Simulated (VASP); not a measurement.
# Ti3O (P6_3/mcm) in VASP: relaxation of shape and atoms at fixed volume with PBEsol

Aim: the relaxation of shape and atoms at fixed volume of Ti3O with PBEsol.

Everything below comes from runs of VASP 6.6.1. Logs are shortened: lines on timing, memory, paths and dates and some standing lists are left out, and cuts for length are marked.

### Step 1. The cell of the first run

Symmetry: P6_3/mcm, No. 193, hexagonal system. Conventional cell: a = 4.831 Å, b = 4.831 Å, c = 4.688 Å, α = 90.00°, β = 90.00°, γ = 120.00°. Ti (site symmetry m2m) has 2 O at 2.00 Å within 2.6 Å. Within 2.6 Å of O (site symmetry -3m) lie 6 Ti at 2.00 Å and 2 O at 2.34 Å.

### Step 2. Relaxation of shape and atoms at fixed volume, PBEsol (11.84 Å³/atom)

The input, INCAR:

```
PREC = Accurate
ENCUT = 600
EDIFF = 1E-7
ISMEAR = 0
SIGMA = 0.1
LREAL = False
LASPH = True
NELM = 120
ALGO = Normal
ISIF = 4
LWAVE = False
LCHARG = False
GGA = PS
IBRION = 2
NSW = 50
EDIFFG = -0.01
GGA_COMPAT = False
NELMIN = 4
```

The input, KPOINTS:

```
regular mesh
0
Gamma
  12 12 8
```

The input, POSCAR:

```
Ti3O
1.0
    4.8314324407      0.0000000000      0.0000000000
   -2.4157162203      4.1841432304      0.0000000000
    0.0000000000      0.0000000000      4.6875040492
Ti O
6 2
Direct
    0.0000000000      0.6657244032      0.7500000000
    0.0000000000      0.3342755968      0.2500000000
    0.6657244032      0.0000000000      0.7500000000
    0.6657244032      0.6657244032      0.2500000000
    0.3342755968      0.3342755968      0.7500000000
    0.3342755968      0.0000000000      0.2500000000
    0.0000000000      0.0000000000      0.5000000000
    0.0000000000      0.0000000000      0.0000000000
```

Potentials or basis: VASP PAW PBE potentials, release 64 (Ti_sv, O).

On the command line:

```console
> cat potpaw_PBE.64/Ti_sv/POTCAR potpaw_PBE.64/O/POTCAR > POTCAR
> mpirun -np 1 vasp_std > vasp.out
```

OUTCAR:

```text
PREC = Accurate
   ENCUT = 600
   EDIFF = 1E-7
   ISMEAR = 0
   LREAL = False
   LASPH = True
   NELM = 120
   ISIF = 4
   GGA = PS
   IBRION = 2
   NSW = 50
   EDIFFG = -0.01
   NELMIN = 4

 ion  position               nearest neighbor table
   1  0.000  0.666  0.750-   7 2.00   8 2.00   5 2.79   5 2.79   3 2.79   3 2.79   3 2.80   5 2.80
                             2 2.84   2 2.84   4 2.85   4 2.85   6 2.85   6 2.85
   2  0.000  0.334  0.250-   7 2.00   8 2.00   4 2.79   4 2.79   6 2.79   6 2.79   6 2.80   4 2.80
                             1 2.84   1 2.84   5 2.85   5 2.85   3 2.85   3 2.85
   3  0.666  0.000  0.750-   7 2.00   8 2.00   5 2.79   1 2.79   5 2.79   1 2.79   1 2.80   5 2.80
                             6 2.84   6 2.84   4 2.85   4 2.85   2 2.85   2 2.85
   4  0.666  0.666  0.250-   7 2.00   8 2.00   2 2.79   6 2.79   2 2.79   6 2.79   6 2.80   2 2.80
                             5 2.84   5 2.84   1 2.85   1 2.85   3 2.85   3 2.85
   5  0.334  0.334  0.750-   7 2.00   8 2.00   1 2.79   3 2.79   1 2.79   3 2.79   3 2.80   1 2.80
                             4 2.84   4 2.84   2 2.85   2 2.85   6 2.85   6 2.85
   6  0.334  0.000  0.250-   7 2.00   8 2.00   4 2.79   2 2.79   4 2.79   2 2.79   2 2.80   4 2.80
                             3 2.84   3 2.84   5 2.85   5 2.85   1 2.85   1 2.85
   7  0.000  0.000  0.500-   3 2.00   6 2.00   1 2.00   2 2.00   5 2.00   4 2.00
   8  0.000  0.000  0.000-   3 2.00   6 2.00   1 2.00   2 2.00   5 2.00   4 2.00

  LATTYP: Found a hexagonal cell.
 ALAT       =     4.8314324407
 C/A-ratio  =     0.9702099960

  Lattice vectors:

 A1 = (   4.8314324407,   0.0000000000,   0.0000000000)
 A2 = (  -2.4157162203,   4.1841432304,   0.0000000000)
 A3 = (   0.0000000000,   0.0000000000,   4.6875040492)

Analysis of symmetry for initial positions (statically):
=====================================================================
 Subroutine PRICEL returns:
 Original cell was already a primitive cell.

 Routine SETGRP: Setting up the symmetry group for a
 hexagonal supercell.

 Subroutine GETGRP returns: Found 24 space group operations
 (whereof 12 operations were pure point group operations)
 out of a pool of 24 trial point group operations.

The static configuration has the point symmetry D_3d.
 The point group associated with its full space group is D_6h.

Analysis of symmetry for dynamics (positions and initial velocities):
=====================================================================
 Subroutine PRICEL returns:
 Original cell was already a primitive cell.

 Routine SETGRP: Setting up the symmetry group for a
 hexagonal supercell.

 Subroutine GETGRP returns: Found 24 space group operations
 (whereof 12 operations were pure point group operations)
 out of a pool of 24 trial point group operations.

The dynamic configuration has the point symmetry D_3d.
 The point group associated with its full space group is D_6h.

 Subroutine INISYM returns: Found 24 space group operations
 (whereof 12 operations are pure point group operations),
 and found     1 'primitive' translations

----------------------------------------------------------------------------------------

                                     Primitive cell

  volume of cell :      94.7598

  direct lattice vectors                    reciprocal lattice vectors
     4.831432441  0.000000000  0.000000000     0.206977954  0.119498777  0.000000000
    -2.415716220  4.184143230  0.000000000     0.000000000  0.238997555  0.000000000
     0.000000000  0.000000000  4.687504049     0.000000000  0.000000000  0.213333149

  length of vectors
     4.831432441  4.831432441  4.687504049     0.238997555  0.238997555  0.213333149

  position of ions in fractional coordinates (direct lattice)
     0.000000000  0.665724403  0.750000000
     0.000000000  0.334275597  0.250000000
     0.665724403  0.000000000  0.750000000
     0.665724403  0.665724403  0.250000000
     0.334275597  0.334275597  0.750000000
     0.334275597  0.000000000  0.250000000
     0.000000000  0.000000000  0.500000000
     0.000000000  0.000000000  0.000000000

  ion indices of the primitive-cell ions
   primitive index   ion index
                 1           1
                 2           2
                 3           3
                 4           4
                 5           5
                 6           6
                 7           7
                 8           8

----------------------------------------------------------------------------------------

 KPOINTS: regular mesh

Automatic generation of k-mesh.
 Grid dimensions read from file:
 generate k-points for:   12   12    8

 Generating k-lattice:

  Cartesian coordinates                     Fractional coordinates (reciprocal lattice)
     0.017248163  0.009958231  0.000000000     0.083333333  0.000000000  0.000000000
     0.000000000  0.019916463  0.000000000     0.000000000  0.083333333  0.000000000
     0.000000000  0.000000000  0.026666644     0.000000000  0.000000000  0.125000000

  Length of vectors
     0.019916463  0.019916463  0.026666644

  Shift w.r.t. Gamma in fractional coordinates (k-lattice)
     0.000000000  0.000000000  0.000000000

 Subroutine IBZKPT returns following result:
 ===========================================

 Found     95 irreducible k-points:

 Following reciprocal coordinates:
            Coordinates               Weight
  0.000000  0.000000  0.000000      1.000000
  0.083333  0.000000  0.000000      6.000000
  0.166667  0.000000  0.000000      6.000000
  0.250000  0.000000  0.000000      6.000000
  0.333333  0.000000  0.000000      6.000000
  0.416667  0.000000  0.000000      6.000000
[... 16 lines left out ...]
  0.250000  0.000000  0.125000     12.000000
  0.333333  0.000000  0.125000     12.000000
 [... further k-points ...]
   k-points           NKPTS =     95   k-points in BZ     NKDIM =     95   number of bands    NBANDS=     50
   number of dos      NEDOS =    301   number of ions     NIONS =      8
   total plane-waves  NPLWV =  64000
   dimension x,y,z NGX =    40 NGY =   40 NGZ =   40
   dimension x,y,z NGXF=    80 NGYF=   80 NGZF=   80
   ions per type =               6   2
   NGX,Y,Z   is equivalent  to a cutoff of  13.76, 13.76, 14.19 a.u.
   NGXF,Y,Z  is equivalent  to a cutoff of  27.53, 27.53, 28.37 a.u.
 SYSTEM =  unknown system
   PREC   = accura    normal or accurate (medium, high low for compatibility)
   ISTART =      0    job   : 0-new  1-cont  2-samecut
   ICHARG =      2    charge: 1-file 2-atom 10-const
   ISPIN  =      1    spin polarized calculation?
   LNONCOLLINEAR =      F non collinear calculations
   LSORBIT =      F    spin-orbit coupling
   LASPH  =      T    aspherical Exc in radial PAW
   ENCUT  =  600.0 eV  44.10 Ry    6.64 a.u.   9.65  9.65  9.36*2*pi/ulx,y,z
   NELM   =    120;   NELMIN=  4; NELMDL= -5     # of ELM steps
   EDIFF  = 0.1E-06   stopping-criterion for ELM
   LREAL  =      F    real-space projection
   EDIFFG = -.1E-01   stopping-criterion for IOM
   NSW    =     50    number of steps for IOM
   IBRION =      2    ionic relax: 0-MD 1-quasi-New 2-CG
   NFREE  =      1    steps in history (QN), initial steepest desc. (CG)
   ISIF   =      4    stress and relaxation
   ISYM   =      2    0-nonsym 1-usesym 2-fastsym
   POTIM  = 0.5000    time-step for ionic-motion
   TEBEG  =    0.0;   TEEND  =   0.0 temperature during run
   PSTRESS=    0.0 pullay stress
   NELECT =      84.0000    total number of electrons
   NUPDOWN=      -1.0000    fix difference up-down
   EMIN   =  10.00;   EMAX   =-10.00  energy-range for DOS
   EFERMI =   0.00;   METHOD = LEGACY
   ISMEAR =     0;   SIGMA  =   0.10  broadening in eV -4-tet -1-fermi 0-gaus
   EFERMI_NEDOS =   21; number of points for ismear=-14 and -15
   IALGO  =     38    algorithm
   IMIX   =      4    mixing-type and parameters
     AMIX     =   0.40;   BMIX     =  1.00
     AMIX_MAG =   1.60;   BMIX_MAG =  1.00
  volume/ion in A,a.u.               =      11.84        79.93
  Fermi-wavevector in a.u.,A,eV,Ry     =   1.572630  2.971840 33.649454  2.473165
  Thomas-Fermi vector in A             =   2.674036
   LORBIT       =      0    0 simple, 1 ext, 2 COOP (PROOUT), +10 PAW based schemes
   GGA     = PS    functional components
   LHFCALC =     F    Hartree Fock is set to
   AEXX    =    0.0000 exact exchange contribution
   IVDW    =     0    specifies the selected vdW correction
   LEPSILON=     F    determine dielectric tensor
   LRPA    =     F    only Hartree local field effects (RPA)
 conjugate gradient relaxation of ions
 non-spin polarized calculation
 Gauss-broadening in eV      SIGMA  =   0.10
  energy-cutoff  :      600.00
  volume of cell :       94.76
 maximum number of plane-waves:      3189
 NGX is ok and might be reduce to    40
   NGX = 19   NGY = 19   NGZ = 19

--------------------------------------- Ionic step        1  -------------------------------------------

 number of electron      83.9999983 magnetization

 Free energy of the ion-electron system (eV)
  ---------------------------------------------------
  ext. energy  EPLUGINS =         0.00000000
  ---------------------------------------------------
  free energy    TOTEN  =       -70.52216588 eV

  energy without entropy =      -70.49902302  energy(sigma->0) =      -70.51059445

------------------------ aborting loop because EDIFF is reached ----------------------------------------

  FORCE on cell =-STRESS in cart. coord.  units (eV):
  Direction    XX          YY          ZZ          XY          YZ          ZX
  --------------------------------------------------------------------------------------
  -------------------------------------------------------------------------------------
  Total       15.3100477     15.3100477     15.7090141      0.0000000      0.0000000     -0.0000000
  in kB      258.8588496    258.8588496    265.6044831      0.0000000      0.0000000     -0.0000000
  external PRESSURE =     261.1073941 kB  Pullay stress =       0.0000000 kB
[... 153 lines left out ...]
  energy  without entropy=      -70.5111540342  energy(sigma->0) =      -70.52303953

--------------------------------------- Ionic step        5  -------------------------------------------

 number of electron      83.9999978 magnetization

 Free energy of the ion-electron system (eV)
  ---------------------------------------------------
  ext. energy  EPLUGINS =         0.00000000
  ---------------------------------------------------
  free energy    TOTEN  =       -70.53513401 eV

  energy without entropy =      -70.51161510  energy(sigma->0) =      -70.52337456

 E-fermi :  10.7717     XC(G=0): -12.8600

 val. band max:       10.7698504700   @ k =   0.0000   0.0000   0.5000
 cond. band min:      10.7779560372   @ k =   0.1667   0.0833   0.3750
 fundamental gap:      0.0081055672
 Fermi energy:        10.7717120730

 k-point     1 :       0.0000    0.0000    0.0000
  band No.  band energies     occupation
      1     -45.9211      2.00000
      2     -45.7454      2.00000
      3     -45.6667      2.00000
      4     -45.6667      2.00000
      5     -45.6653      2.00000
      6     -45.6653      2.00000
[... 1261 lines left out ...]
     49      12.1780      0.00000
     50      12.5619      0.00000

 [... further k-points ...]

------------------------ aborting loop because EDIFF is reached ----------------------------------------

  FORCE on cell =-STRESS in cart. coord.  units (eV):
  Direction    XX          YY          ZZ          XY          YZ          ZX
  --------------------------------------------------------------------------------------
  -------------------------------------------------------------------------------------
  Total       14.8257892     14.8257892     14.8032609      0.0000000      0.0000000      0.0000000
  in kB      250.6711158    250.6711158    250.2902122      0.0000000      0.0000000      0.0000000
  external PRESSURE =     250.5441480 kB  Pullay stress =       0.0000000 kB
[... 23 lines left out ...]
  FREE ENERGIE OF THE ION-ELECTRON SYSTEM (eV)
  ---------------------------------------------------
  free  energy   TOTEN  =       -70.5351340090 eV

  energy  without entropy=      -70.5116151029  energy(sigma->0) =      -70.52337456

 reached required accuracy - stopping structural energy minimisation
```

Run time: 21 min. Hardware: 1 thread of Intel Xeon Platinum 8559C (Emerald Rapids), shared host; peak memory 0.52 GiB.

What came out:

| Quantity | Value |
| --- | --- |
| Free energy | -70.5351 eV |
| Energy gained by relaxing | 1.6 meV/atom |
| Ionic steps | 5 |
| Pressure after relaxing | 25.1 GPa |
| Band gap on the k mesh | zero (bands 42 and 43 overlap by 0.72 eV) |

The path:
| step | energy change (eV) | largest force (eV/Å) | pressure (GPa) | volume (Å³) |
| --- | --- | --- | --- | --- |
| 1 | 0.0000 | 0.3717 | 26.11 | 94.76 |
| 2 | -0.0064 | 0.2624 | 24.50 | 94.76 |
| 3 | -0.0119 | 0.0077 | 25.13 | 94.76 |
| 4 | -0.0128 | 0.0032 | 25.09 | 94.76 |
| 5 | -0.0130 | 0.0006 | 25.05 | 94.76 |

Final structure:
```yaml
crystal:
  lattice:
    - [4.81959, 0.00000, 0.00000]
    - [-2.40980, 4.17389, 0.00000]
    - [0.00000, 0.00000, 4.71056]
  atoms:
    - { symbol: Ti, position: [0.00000, 0.66348, 0.75000] }
    - { symbol: Ti, position: [0.00000, 0.33652, 0.25000] }
    - { symbol: Ti, position: [0.66348, 0.00000, 0.75000] }
    - { symbol: Ti, position: [0.66348, 0.66348, 0.25000] }
    - { symbol: Ti, position: [0.33652, 0.33652, 0.75000] }
    - { symbol: Ti, position: [0.33652, 0.00000, 0.25000] }
    - { symbol: O, position: [0.00000, 0.00000, 0.50000] }
    - { symbol: O, position: [0.00000, 0.00000, 0.00000] }
```

Caveat: the PAW data sets were made with another functional, which shifts forces and pressure a little.
